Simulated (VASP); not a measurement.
# Ag3PtI (R3) in VASP: single point with r2SCAN

Aim: the single point of Ag3PtI with r2SCAN.

Program: VASP 6.6.1. These are calculated values, not measurements. Logs are shortened: lines on timing, memory, paths and dates and some standing lists are left out, and cuts for length are marked.

**1. The cell of the first run**

The structure is trigonal, space group R3 (No. 146). Conventional cell: a = 6.788 Å, b = 6.788 Å, c = 8.314 Å, α = 90.00°, β = 90.00°, γ = 120.00°. Within 3.2 Å of Ag (site symmetry 1) lie 2 Pt at 2.40 to 2.58 Å and 2 I at 3.02 to 3.13 Å and 4 Ag at 3.07 to 3.08 Å. Within 4.1 Å of I (site symmetry 3) lie 12 Ag at 3.02 to 3.80 Å and 4 Pt at 3.86 to 4.07 Å. Within 3.2 Å of Pt (site symmetry 3) lie 6 Ag at 2.40 to 2.58 Å.

**2. Single point, r2SCAN**

Input file POSCAR:

```
Ag3PtI
1.0
    4.7999180000      0.0000000000      0.0000000000
    0.0000000000      4.7999180000      0.0000000000
    0.0000000000      0.0000000000      4.7999180000
Ag I Pt
3 1 1
Direct
    0.5150000000      0.3990000000      0.0160000000
    0.0160000000      0.5150000000      0.3990000000
    0.3990000000      0.0160000000      0.5150000000
    0.0000000000      0.0000000000      0.0000000000
    0.5360000000      0.5360000000      0.5360000000
```

Input file INCAR.step1:

```
SYSTEM = Ag3PtI
  PREC = Accurate
  ENCUT = 520
  ISMEAR = -1
  SIGMA = 0.1
  LREAL = .FALSE.
  LASPH = .TRUE.
  NELM = 60
  NBANDS = 33
  GGA = PE
  ALGO = Normal
  EDIFF = 1E-4
  LWAVE = .TRUE.
  LCHARG = .FALSE.
```

Input file INCAR.step2:

```
SYSTEM = Ag3PtI
  PREC = Accurate
  ENCUT = 520
  EDIFF = 1E-6
  ISMEAR = -1
  SIGMA = 0.1
  LREAL = .FALSE.
  LASPH = .TRUE.
  NELM = 60
  ALGO = Normal
  ISIF = 2
  LWAVE = .FALSE.
  LCHARG = .TRUE.
  METAGGA = R2SCAN
  LMIXTAU = .TRUE.
  LELF = .TRUE.
  LVHAR = .TRUE.
  NBANDS = 33
  ISTART = 1
```

Input file KPOINTS:

```
Automatic mesh
0
G
  7 7 7
  0 0 0
```

Potentials or basis: VASP PAW PBE potentials, release 64 (Ag, I, Pt).

Launch:

```
$ cat potpaw_PBE.64/Ag/POTCAR potpaw_PBE.64/I/POTCAR potpaw_PBE.64/Pt/POTCAR > POTCAR
$ cp INCAR.step1 INCAR
$ mpirun -np 1 vasp_std > vasp.out
$ cp INCAR.step2 INCAR
$ mpirun -np 1 vasp_std > vasp.out
```

OUTCAR:

```text
SYSTEM = Ag3PtI
   PREC = Accurate
   ENCUT = 520
   EDIFF = 1E-6
   ISMEAR = -1
   LREAL = .FALSE.
   LASPH = .TRUE.
   NELM = 60
   ISIF = 2
   METAGGA = R2SCAN
   ISTART = 1

 ion  position               nearest neighbor table
   1  0.515  0.399  0.016-   5 2.40   5 2.58   4 3.02   2 3.07   3 3.07   2 3.08   3 3.08   4 3.13

   2  0.016  0.515  0.399-   5 2.40   5 2.58   4 3.02   1 3.07   3 3.07   3 3.08   1 3.08   4 3.13

   3  0.399  0.016  0.515-   5 2.40   5 2.58   4 3.02   1 3.07   2 3.07   1 3.08   2 3.08   4 3.13

   4  0.000  0.000  0.000-   1 3.02   2 3.02   3 3.02   1 3.13   2 3.13   3 3.13
   5  0.536  0.536  0.536-   1 2.40   2 2.40   3 2.40   1 2.58   3 2.58   2 2.58

  LATTYP: Found a simple cubic cell.
 ALAT       =     4.7999180000

  Lattice vectors:

 A1 = (   4.7999180000,   0.0000000000,   0.0000000000)
 A2 = (   0.0000000000,   4.7999180000,   0.0000000000)
 A3 = (   0.0000000000,   0.0000000000,   4.7999180000)

Analysis of symmetry for initial positions (statically):
=====================================================================
 Subroutine PRICEL returns:
 Original cell was already a primitive cell.

 Routine SETGRP: Setting up the symmetry group for a
 simple cubic supercell.

 Subroutine GETGRP returns: Found  3 space group operations
 (whereof  3 operations were pure point group operations)
 out of a pool of 48 trial point group operations.

The static configuration has the point symmetry C_3 .

Analysis of symmetry for dynamics (positions and initial velocities):
=====================================================================
 Subroutine PRICEL returns:
 Original cell was already a primitive cell.

 Routine SETGRP: Setting up the symmetry group for a
 simple cubic supercell.

 Subroutine GETGRP returns: Found  3 space group operations
 (whereof  3 operations were pure point group operations)
 out of a pool of 48 trial point group operations.

The dynamic configuration has the point symmetry C_3 .

 Subroutine INISYM returns: Found  3 space group operations
 (whereof  3 operations are pure point group operations),
 and found     1 'primitive' translations

----------------------------------------------------------------------------------------

                                     Primitive cell

  volume of cell :     110.5863

  direct lattice vectors                    reciprocal lattice vectors
     4.799918000  0.000000000  0.000000000     0.208336892  0.000000000  0.000000000
     0.000000000  4.799918000  0.000000000     0.000000000  0.208336892  0.000000000
     0.000000000  0.000000000  4.799918000     0.000000000  0.000000000  0.208336892

  length of vectors
     4.799918000  4.799918000  4.799918000     0.208336892  0.208336892  0.208336892

  position of ions in fractional coordinates (direct lattice)
     0.515000000  0.399000000  0.016000000
     0.016000000  0.515000000  0.399000000
     0.399000000  0.016000000  0.515000000
     0.000000000  0.000000000  0.000000000
     0.536000000  0.536000000  0.536000000

  ion indices of the primitive-cell ions
   primitive index   ion index
                 1           1
                 2           2
                 3           3
                 4           4
                 5           5

----------------------------------------------------------------------------------------

 KPOINTS: Automatic mesh

Automatic generation of k-mesh.
 Grid dimensions read from file:
 generate k-points for:    7    7    7

 Generating k-lattice:

  Cartesian coordinates                     Fractional coordinates (reciprocal lattice)
     0.029762413  0.000000000  0.000000000     0.142857143  0.000000000  0.000000000
     0.000000000  0.029762413  0.000000000     0.000000000  0.142857143  0.000000000
     0.000000000  0.000000000  0.029762413     0.000000000  0.000000000  0.142857143

  Length of vectors
     0.029762413  0.029762413  0.029762413

  Shift w.r.t. Gamma in fractional coordinates (k-lattice)
     0.000000000  0.000000000  0.000000000

 Subroutine IBZKPT returns following result:
 ===========================================

 Found     60 irreducible k-points:

 Following reciprocal coordinates:
            Coordinates               Weight
  0.000000  0.000000  0.000000      1.000000
  0.142857  0.000000  0.000000      6.000000
  0.285714  0.000000  0.000000      6.000000
  0.428571  0.000000  0.000000      6.000000
  0.142857  0.142857  0.000000      6.000000
 -0.142857  0.142857  0.000000      6.000000
[... 16 lines left out ...]
  0.142857  0.142857  0.142857      2.000000
 -0.142857  0.142857  0.142857      6.000000
 [... further k-points ...]
   k-points           NKPTS =     60   k-points in BZ     NKDIM =     60   number of bands    NBANDS=     33
   number of dos      NEDOS =    301   number of ions     NIONS =      5
   total plane-waves  NPLWV =  46656
   dimension x,y,z NGX =    36 NGY =   36 NGZ =   36
   dimension x,y,z NGXF=    72 NGYF=   72 NGZF=   72
   ions per type =               3   1   1
   NGX,Y,Z   is equivalent  to a cutoff of  12.47, 12.47, 12.47 a.u.
   NGXF,Y,Z  is equivalent  to a cutoff of  24.94, 24.94, 24.94 a.u.
 SYSTEM =  Ag3PtI
   PREC   = accura    normal or accurate (medium, high low for compatibility)
   ISTART =      1    job   : 0-new  1-cont  2-samecut
   ICHARG =      0    charge: 1-file 2-atom 10-const
   ISPIN  =      1    spin polarized calculation?
   LNONCOLLINEAR =      F non collinear calculations
   LSORBIT =      F    spin-orbit coupling
   LASPH  =      T    aspherical Exc in radial PAW
   ENCUT  =  520.0 eV  38.22 Ry    6.18 a.u.   8.92  8.92  8.92*2*pi/ulx,y,z
   NELM   =     60;   NELMIN=  2; NELMDL=  0     # of ELM steps
   EDIFF  = 0.1E-05   stopping-criterion for ELM
   LREAL  =      F    real-space projection
   EDIFFG = 0.1E-04   stopping-criterion for IOM
   NSW    =      0    number of steps for IOM
   IBRION =     -1    ionic relax: 0-MD 1-quasi-New 2-CG
   NFREE  =      0    steps in history (QN), initial steepest desc. (CG)
   ISIF   =      2    stress and relaxation
   ISYM   =      2    0-nonsym 1-usesym 2-fastsym
   POTIM  = 0.5000    time-step for ionic-motion
   TEBEG  =    0.0;   TEEND  =   0.0 temperature during run
   PSTRESS=    0.0 pullay stress
   NELECT =      50.0000    total number of electrons
   NUPDOWN=      -1.0000    fix difference up-down
   EMIN   =  10.00;   EMAX   =-10.00  energy-range for DOS
   EFERMI =   0.00;   METHOD = LEGACY
   ISMEAR =    -1;   SIGMA  =   0.10  broadening in eV -4-tet -1-fermi 0-gaus
   EFERMI_NEDOS =   21; number of points for ismear=-14 and -15
   IALGO  =     38    algorithm
   IMIX   =      4    mixing-type and parameters
     AMIX     =   0.40;   BMIX     =  1.00
     AMIX_MAG =   1.60;   BMIX_MAG =  1.00
  volume/ion in A,a.u.               =      22.12       149.25
  Fermi-wavevector in a.u.,A,eV,Ry     =   1.256505  2.374451 21.480956  1.578806
  Thomas-Fermi vector in A             =   2.390210
   LORBIT       =      0    0 simple, 1 ext, 2 COOP (PROOUT), +10 PAW based schemes
   METAGGA = R2SCAN    functional components
   LHFCALC =     F    Hartree Fock is set to
   AEXX    =    0.0000 exact exchange contribution
   IVDW    =     0    specifies the selected vdW correction
   LEPSILON=     F    determine dielectric tensor
   LRPA    =     F    only Hartree local field effects (RPA)
 non-spin polarized calculation
  energy-cutoff  :      520.00
  volume of cell :      110.59
 maximum number of plane-waves:      2998
   NGX = 17   NGY = 17   NGZ = 17

 number of electron      49.9999992 magnetization

 Free energy of the ion-electron system (eV)
  ---------------------------------------------------
  ext. energy  EPLUGINS =         0.00000000
  ---------------------------------------------------
  free energy    TOTEN  =      -137.52147513 eV

  energy without entropy =     -137.49811275  energy(sigma->0) =     -137.50979394

 E-fermi :   6.4045     XC(G=0): -11.3224

 val. band max:        6.1312159868   @ k =   0.0000  -0.4286   0.1429
 cond. band min:       6.5077307651   @ k =   0.0000  -0.4286   0.1429
 fundamental gap:      0.3765147783
 Fermi energy:         6.4044655056

 k-point     1 :       0.0000    0.0000    0.0000
  band No.  band energies     occupation
      1      -7.3949      2.00000
      2      -0.3821      2.00000
      3       0.9731      2.00000
      4       0.9731      2.00000
      5       1.0699      2.00000
      6       1.1242      2.00000
[... 25 lines left out ...]
     32      14.8874      0.00000
     33      14.8874      0.00000

 k-point     2 :       0.1429    0.0000    0.0000
  band No.  band energies     occupation
      1      -7.3714      2.00000
      2      -0.3399      2.00000
      3       0.7751      2.00000
      4       0.9764      2.00000
      5       1.0301      2.00000
      6       1.2270      2.00000
[... 25 lines left out ...]
     32      14.1966      0.00000
     33      14.5396      0.00000

 k-point     3 :       0.2857    0.0000    0.0000
  band No.  band energies     occupation
      1      -7.3173      2.00000
      2      -0.2526      2.00000
      3       0.6004      2.00000
      4       0.9329      2.00000
      5       1.0225      2.00000
      6       1.2028      2.00000
[... 25 lines left out ...]
     32      14.0814      0.00000
     33      14.3877      0.00000

 k-point     4 :       0.4286    0.0000    0.0000
  band No.  band energies     occupation
      1      -7.2725      2.00000
      2      -0.2135      2.00000
      3       0.5570      2.00000
      4       0.8301      2.00000
      5       1.0348      2.00000
      6       1.0441      2.00000
[... 25 lines left out ...]
     32      14.3916      0.00000
     33      14.7344      0.00000

 k-point     5 :       0.1429    0.1429    0.0000
  band No.  band energies     occupation
      1      -7.3495      2.00000
      2      -0.2896      2.00000
      3       0.7151      2.00000
      4       0.8648      2.00000
      5       1.1448      2.00000
      6       1.1874      2.00000
[... 604 lines left out ...]
 k-point    22 :      -0.4286    0.4286    0.0000
  band No.  band energies     occupation
      1      -7.1966      2.00000
      2       0.3294      2.00000
      3       0.6094      2.00000
      4       0.8547      2.00000
      5       1.0227      2.00000
      6       1.1733      2.00000
[... 25 lines left out ...]
     32      13.5934      0.00000
     33      14.5288      0.00000

 k-point    23 :       0.1429    0.1429    0.1429
  band No.  band energies     occupation
      1      -7.3293      2.00000
      2      -0.2344      2.00000
      3       0.6537      2.00000
      4       0.9523      2.00000
      5       1.0030      2.00000
      6       1.2858      2.00000
[... 25 lines left out ...]
     32      14.2548      0.00000
     33      14.5495      0.00000

 k-point    24 :      -0.1429    0.1429    0.1429
  band No.  band energies     occupation
      1      -7.3291      2.00000
      2      -0.2317      2.00000
      3       0.6661      2.00000
      4       0.7904      2.00000
      5       1.0997      2.00000
      6       1.2761      2.00000
[... 25 lines left out ...]
     32      14.0720      0.00000
     33      15.0454      0.00000

 [... further k-points ...]

------------------------ aborting loop because EDIFF is reached ----------------------------------------

  FORCE on cell =-STRESS in cart. coord.  units (eV):
  Direction    XX          YY          ZZ          XY          YZ          ZX
  --------------------------------------------------------------------------------------
  -------------------------------------------------------------------------------------
  Total        8.7969434      8.7969434      8.7969434     -1.2762874     -1.2762874     -1.2762874
  in kB      127.4503193    127.4503193    127.4503193    -18.4908814    -18.4908814    -18.4908814
  external PRESSURE =     127.4503193 kB  Pullay stress =       0.0000000 kB

 VOLUME and BASIS-vectors are now :
 -----------------------------------------------------------------------------
  energy-cutoff  :      520.00
  volume of cell :      110.59
      direct lattice vectors                 reciprocal lattice vectors
     4.799918000  0.000000000  0.000000000     0.208336892  0.000000000  0.000000000
     0.000000000  4.799918000  0.000000000     0.000000000  0.208336892  0.000000000
     0.000000000  0.000000000  4.799918000     0.000000000  0.000000000  0.208336892

 POSITION                                       TOTAL-FORCE (eV/Angst)
 -----------------------------------------------------------------------------------
      2.47196      1.91517      0.07680        -0.181178     -0.895500      1.783181
      0.07680      2.47196      1.91517         1.783181     -0.181178     -0.895500
      1.91517      0.07680      2.47196        -0.895500      1.783181     -0.181178
      0.00000      0.00000      0.00000        -0.202457     -0.202457     -0.202457
      2.57276      2.57276      2.57276        -0.504046     -0.504046     -0.504046
 -----------------------------------------------------------------------------------
    total drift:                               -0.000308     -0.000308     -0.000307

  FREE ENERGIE OF THE ION-ELECTRON SYSTEM (eV)
  ---------------------------------------------------
  free  energy   TOTEN  =      -137.5214751266 eV

  energy  without entropy=     -137.4981127476  energy(sigma->0) =     -137.50979394
```

Wall time 15 min (1 thread of Intel Xeon 8259CL, shared host); peak memory 0.37 GiB.

What came out:

```yaml
Free_energy: -137.5215 eV
Pressure: 12.7 GPa
Largest_force: 2.004 eV/Å
Band_gap_on_the_k_mesh: 0.38 eV
```

Forces in eV/Å, atoms in the order of the input:
```
Ag  -0.181 -0.895  1.783
Ag   1.783 -0.181 -0.895
Ag  -0.895  1.783 -0.181
I   -0.202 -0.202 -0.202
Pt  -0.504 -0.504 -0.504
```

Caveat: the cell stands under pressure; the PAW data sets were made with another functional, which shifts forces and pressure a little; spin-orbit coupling is left out, which moves the levels of the heavy elements. A k mesh can miss the band edges.
